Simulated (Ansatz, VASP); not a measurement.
**Two plane-wave programs on KI**

File POSCAR:

```
KI
1.0
    4.2910852517      0.0000000000      0.0000000000
    0.0000000000      4.2910852517      0.0000000000
    0.0000000000      0.0000000000      4.2910852517
K I
1 1
Direct
    0.0000000000      0.0000000000      0.0000000000
    0.5000000000      0.5000000000      0.5000000000
```

The input INCAR.step1:

```
SYSTEM = KI
PREC     = Accurate       ! precision mode
ENCUT    = 520            ! plane-wave cutoff, eV
EDIFF    = 1E-5           ! SCF threshold, eV
ISMEAR   = 0              ! smearing method
SIGMA    = 0.01           ! smearing width, eV
LREAL    = .False.        ! projectors in reciprocal space
LASPH    = .True.         ! aspherical terms in the spheres
NELM     = 100            ! most SCF steps
ALGO     = Normal         ! electronic algorithm
ISIF     = 2              ! what is computed and relaxed
LWAVE    = .True.         ! write WAVECAR
NBANDS   = 15             ! bands
GGA      = PE             ! functional
```

INCAR.step2

```
SYSTEM = KI
PREC     = Accurate       ! precision mode
ENCUT    = 520            ! plane-wave cutoff, eV
EDIFF    = 1E-6           ! SCF threshold, eV
ISMEAR   = 0              ! smearing method
SIGMA    = 0.01           ! smearing width, eV
LREAL    = .False.        ! projectors in reciprocal space
LASPH    = .True.         ! aspherical terms in the spheres
NELM     = 100            ! most SCF steps
ALGO     = Normal         ! electronic algorithm
ISIF     = 2              ! what is computed and relaxed
LWAVE    = .False.        ! write WAVECAR
LCHARG   = .True.         ! write CHGCAR
GGA      = PE             ! functional
LHFCALC  = .True.         ! exact exchange
HFSCREEN = 0.2079         ! screening, 1/A
PRECFOCK = Normal       
LELF     = .True.         ! ELF
LVHAR    = .True.       
NBANDS   = 15             ! bands
ISTART   = 1
```

File KPOINTS:

```
regular mesh
0
Gamma
  4 4 4
  0 0 0
```

Input for Ansatz:

```yaml
crystal:
  lattice:
    - [4.2910852517, 0.0, 0.0]
    - [0.0, 4.2910852517, 0.0]
    - [0.0, 0.0, 4.2910852517]
  atoms:
    - { symbol: K, position: [0.0, 0.0, 0.0] }
    - { symbol: I, position: [0.5, 0.5, 0.5] }
kpoints:
  mp_grid: { grid: [4, 4, 4] }
  band_path:
    path:
      - [0.0, 0.0, 0.0]
      - [0.0, 0.5, 0.0]
      - [0.5, 0.5, 0.0]
      - [0.5, 0.5, 0.5]
      - [0.0, 0.5, 0.5]
    npoints: 1
hamiltonian:
  xc: hse06
scf:
  occupations: { method: fixed }
  n_extra_bands: 4
output:
  forces: true
  stress: true
  eigenvalues: true
```

Alike in both runs: task single point; functional HSE06; k mesh 4 × 4 × 4; no spin polarisation.

|  | VASP | Ansatz |
| --- | --- | --- |
| version | VASP 6.6.1 | Ansatz 0.2.0 |
| potentials or method | VASP PAW PBE potentials, release 64 (K_sv, I) | plane waves, PAW |
| plane-wave cutoff (eV) | 520 | 420 |
| occupations | gaussian, width 0.01 eV | fixed |
| valence electrons in the cell | 16 | 26 |

|  | VASP | Ansatz | Ansatz less VASP |
| --- | --- | --- | --- |
| gap on the k mesh at the Fermi level (eV) | 4.30 | 4.31 | +0.012 |
| pressure (GPa) | 0.3 | 0.3 | 0.00 |

VASP's potentials hold 16 valence electrons a cell and Ansatz's 26, so a difference there can come from the potentials and not from the codes. Ansatz's warnings: stress exchange threshold loose, stress scf threshold loose.

Neither program's run includes spin-orbit coupling.
